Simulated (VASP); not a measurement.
# AgCl (Cmcm) in VASP: notebook, part 2 of 3

VASP 6.6.1. Earlier steps stand in the parts before.

## 3. Electric field gradients, PBE (equal xx and yy strain of +3 %)

Contents of INCAR:

```
SYSTEM = AgCl
PREC     = Accurate       ! precision mode
ENCUT    = 520            ! plane-wave cutoff, eV
EDIFF    = 1E-8           ! SCF threshold, eV
ISMEAR   = -1             ! smearing method
SIGMA    = 0.03           ! smearing width, eV
LREAL    = .False.        ! projectors in reciprocal space
LASPH    = .True.         ! aspherical terms in the spheres
NELM     = 60             ! most SCF steps
ALGO     = Normal         ! electronic algorithm
ISIF     = 2              ! what is computed and relaxed
LWAVE    = .False.        ! write WAVECAR
LCHARG   = .False.        ! write CHGCAR
GGA      = PE             ! functional
LEFG     = .True.       
NBANDS   = 26             ! bands
```

Contents of KPOINTS:

```
regular mesh
0
Gamma
  9 9 8
  0 0 0
```

Contents of POSCAR:

```
AgCl
1.0
    1.9270369941     -5.7232930929      0.0000000000
    1.9270369941      5.7232930929      0.0000000000
    0.0000000000      0.0000000000      3.9240373500
Ag Cl
2 2
Direct
    0.3965554000      0.6034446000      0.7500000000
    0.6034446000      0.3965554000      0.2500000000
    0.8654487300      0.1345512700      0.2500000000
    0.1345512700      0.8654487300      0.7500000000
```

Potentials or basis: VASP PAW PBE potentials, release 64 (Ag, Cl).

Run with:

```sh
> cat potpaw_PBE.64/Ag/POTCAR potpaw_PBE.64/Cl/POTCAR > POTCAR
> mpirun -np 1 vasp_std > vasp.out
```

OUTCAR:

```text
SYSTEM = AgCl
   PREC = Accurate
   ENCUT = 520
   EDIFF = 1E-8
   ISMEAR = -1
   LREAL = .False.
   LASPH = .True.
   NELM = 60
   ISIF = 2
   GGA = PE

 ion  position               nearest neighbor table
   1  0.397  0.603  0.750-   3 2.77   3 2.77   3 2.77   3 2.77   4 3.00   2 3.08   2 3.08
   2  0.603  0.397  0.250-   4 2.77   4 2.77   4 2.77   4 2.77   3 3.00   1 3.08   1 3.08
   3  0.865  0.135  0.250-   1 2.77   1 2.77   1 2.77   1 2.77   2 3.00
   4  0.135  0.865  0.750-   2 2.77   2 2.77   2 2.77   2 2.77   1 3.00

  LATTYP: Found a base centered orthorhombic cell.
 ALAT       =     3.8540739882
 B/A-ratio  =     2.9699964819
 C/A-ratio  =     1.0181530925

  Lattice vectors:

 A1 = (   1.9270369941,  -5.7232930929,   0.0000000000)
 A2 = (   1.9270369941,   5.7232930929,   0.0000000000)
 A3 = (   0.0000000000,   0.0000000000,   3.9240373500)

Analysis of symmetry for initial positions (statically):
=====================================================================
 Subroutine PRICEL returns:
 Original cell was already a primitive cell.

 Routine SETGRP: Setting up the symmetry group for a
 base centered orthorhombic supercell.

 Subroutine GETGRP returns: Found  8 space group operations
 (whereof  4 operations were pure point group operations)
 out of a pool of  8 trial point group operations.

The static configuration has the point symmetry C_2h.
 The point group associated with its full space group is D_2h.

Analysis of symmetry for dynamics (positions and initial velocities):
=====================================================================
 Subroutine PRICEL returns:
 Original cell was already a primitive cell.
[... 867 lines left out ...]

  FORCE on cell =-STRESS in cart. coord.  units (eV):
  Direction    XX          YY          ZZ          XY          YZ          ZX
  --------------------------------------------------------------------------------------
  -------------------------------------------------------------------------------------
  Total       -0.8856547     -0.2122683     -0.6653608      0.0000000      0.0000000      0.0000000
  in kB      -16.3936578     -3.9291309    -12.3159694      0.0000000      0.0000000      0.0000000
  external PRESSURE =     -10.8795861 kB  Pullay stress =       0.0000000 kB

 VOLUME and BASIS-vectors are now :
 -----------------------------------------------------------------------------
  energy-cutoff  :      520.00
  volume of cell :       86.56
      direct lattice vectors                 reciprocal lattice vectors
     1.927036994 -5.723293093  0.000000000     0.259465699 -0.087362292  0.000000000
     1.927036994  5.723293093  0.000000000     0.259465699  0.087362292  0.000000000
     0.000000000  0.000000000  3.924037350     0.000000000  0.000000000  0.254839572

 POSITION                                       TOTAL-FORCE (eV/Angst)
 -----------------------------------------------------------------------------------
      1.92704      1.18409      2.94303         0.000000      0.048545      0.000000
      1.92704     -1.18409      0.98101         0.000000     -0.048545     -0.000000
      1.92704     -4.18314      0.98101         0.000000     -0.031379     -0.000000
      1.92704      4.18314      2.94303         0.000000      0.031379      0.000000
 -----------------------------------------------------------------------------------
    total drift:                                0.000000     -0.000000      0.000000

  FREE ENERGIE OF THE ION-ELECTRON SYSTEM (eV)
  ---------------------------------------------------
  free  energy   TOTEN  =       -10.6559539809 eV

  energy  without entropy=      -10.6559519256  energy(sigma->0) =      -10.65595295

 Electric field gradients (V/A^2)
---------------------------------------------------------------------
 ion       V_xx      V_yy      V_zz      V_xy      V_xz      V_yz
---------------------------------------------------------------------
   1     -26.475    53.154   -26.679     0.000     0.000    -0.000
   2     -26.475    53.154   -26.679     0.000     0.000     0.000
   3      43.076   -59.398    16.322    -0.000    -0.000    -0.000
   4      43.076   -59.398    16.322    -0.000     0.000    -0.000
---------------------------------------------------------------------

 Electric field gradients after diagonalization (V/A^2)
 (convention: |V_zz| > |V_xx| > |V_yy|)
----------------------------------------------------------------------
 ion       V_xx      V_yy      V_zz     asymmetry (V_yy - V_xx)/ V_zz
----------------------------------------------------------------------
   1     -26.679   -26.475    53.154       0.004
   2     -26.679   -26.475    53.154       0.004
   3      43.076    16.322   -59.398       0.450
   4      43.076    16.322   -59.398       0.450
----------------------------------------------------------------------

           NMR quadrupolar parameters

 Cq : quadrupolar parameter    Cq=e*Q*V_zz/h
 eta: asymmetry parameters     (V_yy - V_xx)/ V_zz
 Q  : nuclear electric quadrupole moment in mb (millibarn)
----------------------------------------------------------------------
 ion       Cq(MHz)       eta       Q (mb)
----------------------------------------------------------------------
   1       0.129       0.004       1.000
   2       0.129       0.004       1.000
   3      -0.144       0.450       1.000
   4      -0.144       0.450       1.000
----------------------------------------------------------------------
```

OSZICAR:

```text
N       E                     dE             d eps       ncg     rms          rms(c)
DAV:   1     0.234868763623E+03    0.23487E+03   -0.17627E+04  6500   0.128E+03
DAV:   2     0.189336761749E+01   -0.23298E+03   -0.22169E+03  7398   0.279E+02
DAV:   3    -0.110425486610E+02   -0.12936E+02   -0.12828E+02  7610   0.667E+01
DAV:   4    -0.111831691690E+02   -0.14062E+00   -0.14048E+00  7282   0.761E+00
DAV:   5    -0.111851698417E+02   -0.20007E-02   -0.20006E-02  7634   0.936E-01    0.753E+00
DAV:   6    -0.106634854531E+02    0.52168E+00   -0.91409E-01  7068   0.106E+01    0.536E+00
DAV:   7    -0.106617582805E+02    0.17272E-02   -0.39621E-01  6796   0.349E+00    0.274E+00
DAV:   8    -0.106563591276E+02    0.53992E-02   -0.21321E-02  7058   0.138E+00    0.623E-01
DAV:   9    -0.106558037688E+02    0.55536E-03   -0.43313E-03  7304   0.745E-01    0.870E-02
DAV:  10    -0.106558994988E+02   -0.95730E-04   -0.47532E-04  7170   0.143E-01    0.563E-02
DAV:  11    -0.106559584803E+02   -0.58981E-04   -0.65524E-05  6680   0.819E-02    0.344E-02
DAV:  12    -0.106559539107E+02    0.45696E-05   -0.11012E-05  6984   0.466E-02    0.381E-03
DAV:  13    -0.106559541420E+02   -0.23129E-06   -0.24861E-06  7088   0.840E-03    0.243E-03
DAV:  14    -0.106559540154E+02    0.12663E-06   -0.10782E-07  7574   0.290E-03    0.112E-03
DAV:  15    -0.106559539873E+02    0.28092E-07   -0.24991E-08  5914   0.107E-03    0.594E-04
DAV:  16    -0.106559539809E+02    0.64115E-08   -0.54565E-09  4924   0.788E-04
   1 F= -.10655954E+02 E0= -.10655953E+02  d E =-.205524E-05
```

stdout:

```text
POSCAR found type information on POSCAR AgCl
 POSCAR found :  2 types and       4 ions
 scaLAPACK will be used
 LDA part: xc-table for (Slater+PW92), standard interpolation
 POSCAR, INCAR and KPOINTS ok, starting setup
 FFT: planning ... GRIDC
 FFT: planning ... GRID_SOFT
 FFT: planning ... GRID
 WAVECAR not read
 entering main loop
ion   1

ion   2

ion   3

ion   4
```

It took 5.3 min on 1 thread of Intel Xeon Platinum 8259CL at 2.50GHz (Skylake/Cascade Lake), shared host; peak memory 0.4 GiB.

Results:

```yaml
Free_energy: -10.6560 eV
Pressure: -1.1 GPa
Largest_force: 0.049 eV/Å
Band_gap_on_the_k_mesh: 0.49 eV (least direct gap 1.91 eV)
Largest_electric_field_gradient_by_atom: Ag +53.2; Cl -59.4 V/Å²
```

Forces in eV/Å, atoms in the order of the input:
```
Ag   0.000  0.049  0.000
Ag   0.000 -0.049  0.000
Cl   0.000 -0.031  0.000
Cl   0.000  0.031  0.000
```

Electric field gradients, principal values (V/Å²):
```
atom    least   middle  greatest (by size)
1 Ag  -26.475  -26.679              53.154
2 Ag  -26.475  -26.679              53.154
3 Cl   16.322   43.076             -59.398
4 Cl   16.322   43.076             -59.398
```

Caveat: the cell differs from its parent crystal (equal xx and yy strain of +3 %); without QUAD_EFG the Cq values of the log hold for a quadrupole moment of 1 mb, not for the nuclei; an odd mesh through Γ misses points on the zone boundary, where band edges can lie.

## 4. Electric field gradients, PBE (19.99 Å³/atom)

This run uses another cell than the first one, of 19.99 Å³/atom.

Contents of INCAR:

```
SYSTEM = AgCl
  PREC = Accurate
  ENCUT = 520
  EDIFF = 1E-8
  ISMEAR = -1
  SIGMA = 0.03
  LREAL = .False.
  LASPH = .True.
  NELM = 80
  ALGO = Normal
  ISIF = 2
  LWAVE = .False.
  LCHARG = .False.
  GGA = PE
  LEFG = .True.
  NBANDS = 26
```

Contents of KPOINTS:

```
Automatic mesh
0
Gamma
  9 9 8
  0 0 0
```

Contents of POSCAR:

```
AgCl
1.0
    1.8583528837     -5.5193015266      0.0000000000
    1.8583528837      5.5193015266      0.0000000000
    0.0000000000      0.0000000000      3.8977007353
Ag Cl
2 2
Direct
    0.3965554000      0.6034446000      0.7500000000
    0.6034446000      0.3965554000      0.2500000000
    0.8654487300      0.1345512700      0.2500000000
    0.1345512700      0.8654487300      0.7500000000
```

Potentials or basis: VASP PAW PBE potentials, release 64 (Ag, Cl).

Run with:

```sh
> cat potpaw_PBE.64/Ag/POTCAR potpaw_PBE.64/Cl/POTCAR > POTCAR
> mpirun -np 1 vasp_std > vasp.out
```

OUTCAR:

```text
SYSTEM = AgCl
   PREC = Accurate
   ENCUT = 520
   EDIFF = 1E-8
   ISMEAR = -1
   LREAL = .False.
   LASPH = .True.
   NELM = 80
   ISIF = 2
   GGA = PE

 ion  position               nearest neighbor table
   1  0.397  0.603  0.750-   3 2.71   3 2.71   3 2.71   3 2.71   4 2.89   2 3.00   2 3.00
   2  0.603  0.397  0.250-   4 2.71   4 2.71   4 2.71   4 2.71   3 2.89   1 3.00   1 3.00
   3  0.865  0.135  0.250-   1 2.71   1 2.71   1 2.71   1 2.71   2 2.89
   4  0.135  0.865  0.750-   2 2.71   2 2.71   2 2.71   2 2.71   1 2.89

  LATTYP: Found a base centered orthorhombic cell.
 ALAT       =     3.7167057674
 B/A-ratio  =     2.9699964818
 C/A-ratio  =     1.0486976853

  Lattice vectors:

 A1 = (   1.8583528837,  -5.5193015266,   0.0000000000)
 A2 = (   1.8583528837,   5.5193015266,   0.0000000000)
 A3 = (   0.0000000000,   0.0000000000,   3.8977007353)

Analysis of symmetry for initial positions (statically):
=====================================================================
 Subroutine PRICEL returns:
 Original cell was already a primitive cell.

 Routine SETGRP: Setting up the symmetry group for a
 base centered orthorhombic supercell.

 Subroutine GETGRP returns: Found  8 space group operations
 (whereof  4 operations were pure point group operations)
 out of a pool of  8 trial point group operations.

The static configuration has the point symmetry C_2h.
 The point group associated with its full space group is D_2h.

Analysis of symmetry for dynamics (positions and initial velocities):
=====================================================================
 Subroutine PRICEL returns:
 Original cell was already a primitive cell.
[... 867 lines left out ...]

  FORCE on cell =-STRESS in cart. coord.  units (eV):
  Direction    XX          YY          ZZ          XY          YZ          ZX
  --------------------------------------------------------------------------------------
  -------------------------------------------------------------------------------------
  Total        1.3897675      1.2837065      1.4011511      0.0000000     -0.0000000      0.0000000
  in kB       27.8485094     25.7232319     28.0766165      0.0000000     -0.0000000      0.0000000
  external PRESSURE =      27.2161193 kB  Pullay stress =       0.0000000 kB

 VOLUME and BASIS-vectors are now :
 -----------------------------------------------------------------------------
  energy-cutoff  :      520.00
  volume of cell :       79.96
      direct lattice vectors                 reciprocal lattice vectors
     1.858352884 -5.519301527  0.000000000     0.269055465 -0.090591173  0.000000000
     1.858352884  5.519301527  0.000000000     0.269055465  0.090591173  0.000000000
     0.000000000  0.000000000  3.897700735     0.000000000  0.000000000  0.256561514

 POSITION                                       TOTAL-FORCE (eV/Angst)
 -----------------------------------------------------------------------------------
      1.85835      1.14188      2.92328         0.000000      0.003236      0.000000
      1.85835     -1.14188      0.97443         0.000000     -0.003236     -0.000000
      1.85835     -4.03404      0.97443         0.000000      0.019743      0.000000
      1.85835      4.03404      2.92328         0.000000     -0.019743      0.000000
 -----------------------------------------------------------------------------------
    total drift:                                0.000000     -0.000000      0.000000

  FREE ENERGIE OF THE ION-ELECTRON SYSTEM (eV)
  ---------------------------------------------------
  free  energy   TOTEN  =       -10.6248701318 eV

  energy  without entropy=      -10.6248683235  energy(sigma->0) =      -10.62486923

 Electric field gradients (V/A^2)
---------------------------------------------------------------------
 ion       V_xx      V_yy      V_zz      V_xy      V_xz      V_yz
---------------------------------------------------------------------
   1     -23.293    52.842   -29.549     0.000     0.000    -0.000
   2     -23.293    52.842   -29.549     0.000     0.000     0.000
   3      34.478   -54.130    19.652     0.000    -0.000    -0.000
   4      34.478   -54.130    19.652     0.000    -0.000    -0.000
---------------------------------------------------------------------

 Electric field gradients after diagonalization (V/A^2)
 (convention: |V_zz| > |V_xx| > |V_yy|)
----------------------------------------------------------------------
 ion       V_xx      V_yy      V_zz     asymmetry (V_yy - V_xx)/ V_zz
----------------------------------------------------------------------
   1     -29.549   -23.293    52.842       0.118
   2     -29.549   -23.293    52.842       0.118
   3      34.478    19.652   -54.130       0.274
   4      34.478    19.652   -54.130       0.274
----------------------------------------------------------------------

           NMR quadrupolar parameters

 Cq : quadrupolar parameter    Cq=e*Q*V_zz/h
 eta: asymmetry parameters     (V_yy - V_xx)/ V_zz
 Q  : nuclear electric quadrupole moment in mb (millibarn)
----------------------------------------------------------------------
 ion       Cq(MHz)       eta       Q (mb)
----------------------------------------------------------------------
   1       0.128       0.118       1.000
   2       0.128       0.118       1.000
   3      -0.131       0.274       1.000
   4      -0.131       0.274       1.000
----------------------------------------------------------------------
```

OSZICAR:

```text
N       E                     dE             d eps       ncg     rms          rms(c)
DAV:   1     0.240120361894E+03    0.24012E+03   -0.17886E+04  6500   0.130E+03
DAV:   2     0.174350407460E+01   -0.23838E+03   -0.22704E+03  7416   0.286E+02
DAV:   3    -0.109799682380E+02   -0.12723E+02   -0.12629E+02  7572   0.674E+01
DAV:   4    -0.111136310378E+02   -0.13366E+00   -0.13355E+00  7406   0.755E+00
DAV:   5    -0.111154821423E+02   -0.18511E-02   -0.18510E-02  7666   0.910E-01    0.926E+00
DAV:   6    -0.106315033783E+02    0.48398E+00   -0.88868E-01  7136   0.106E+01    0.645E+00
DAV:   7    -0.106305013754E+02    0.10020E-02   -0.39120E-01  6840   0.348E+00    0.287E+00
DAV:   8    -0.106250051525E+02    0.54962E-02   -0.19467E-02  7034   0.135E+00    0.632E-01
DAV:   9    -0.106247648839E+02    0.24027E-03   -0.45503E-03  7274   0.675E-01    0.652E-02
DAV:  10    -0.106248288026E+02   -0.63919E-04   -0.25031E-04  7306   0.114E-01    0.430E-02
DAV:  11    -0.106248720423E+02   -0.43240E-04   -0.51424E-05  6692   0.668E-02    0.183E-02
DAV:  12    -0.106248697740E+02    0.22683E-05   -0.86017E-06  7226   0.398E-02    0.575E-03
DAV:  13    -0.106248701978E+02   -0.42384E-06   -0.15916E-06  6794   0.864E-03    0.208E-03
DAV:  14    -0.106248701434E+02    0.54465E-07   -0.16241E-07  7272   0.348E-03    0.599E-04
DAV:  15    -0.106248701322E+02    0.11192E-07   -0.24737E-08  6236   0.134E-03    0.340E-04
DAV:  16    -0.106248701318E+02    0.33970E-09   -0.86434E-09  4724   0.843E-04
   1 F= -.10624870E+02 E0= -.10624869E+02  d E =-.180828E-05
```

stdout:

```text
POSCAR found type information on POSCAR AgCl
 POSCAR found :  2 types and       4 ions
 scaLAPACK will be used
 LDA part: xc-table for (Slater+PW92), standard interpolation
 POSCAR, INCAR and KPOINTS ok, starting setup
 FFT: planning ... GRIDC
 FFT: planning ... GRID_SOFT
 FFT: planning ... GRID
 WAVECAR not read
 entering main loop
ion   1

ion   2

ion   3

ion   4
```

Run time: 4.5 min. Hardware: 1 thread of Intel Xeon Platinum 8259CL at 2.50GHz (Skylake/Cascade Lake), shared host; peak memory 0.39 GiB.

Results:

* Free energy: -10.6249 eV
* Pressure: 2.7 GPa
* Largest force: 0.020 eV/Å
* Band gap on the k mesh: 0.49 eV (least direct gap 2.00 eV)
* Largest electric field gradient by atom: Ag +52.8; Cl -54.1 V/Å²

Forces in eV/Å, atoms in the order of the input:
```
Ag   0.000  0.003  0.000
Ag   0.000 -0.003  0.000
Cl   0.000  0.020  0.000
Cl   0.000 -0.020  0.000
```

Levels at points of the mesh, in eV from the valence-band top:
```tsv
k point	band 15	band 16	band 17	band 18	band 19	band 20	band 21	band 22
(0.00, 0.00, 0.00)	-2.26	-1.84	-1.69	-1.51	0.49	3.14	7.80	8.40
(0.00, 0.00, 0.50)	-1.31	-1.31	-0.09	-0.09	4.42	4.42	6.79	6.79
```

Electric field gradients, principal values (V/Å²):
| atom | least | middle | greatest (by size) |
| --- | --- | --- | --- |
| 1 Ag | -23.293 | -29.549 | 52.842 |
| 2 Ag | -23.293 | -29.549 | 52.842 |
| 3 Cl | 19.652 | 34.478 | -54.130 |
| 4 Cl | 19.652 | 34.478 | -54.130 |

Caveat: without QUAD_EFG the Cq values of the log hold for a quadrupole moment of 1 mb, not for the nuclei; an odd mesh through Γ misses points on the zone boundary, where band edges can lie.

(Part 2 of 3 ends here.)
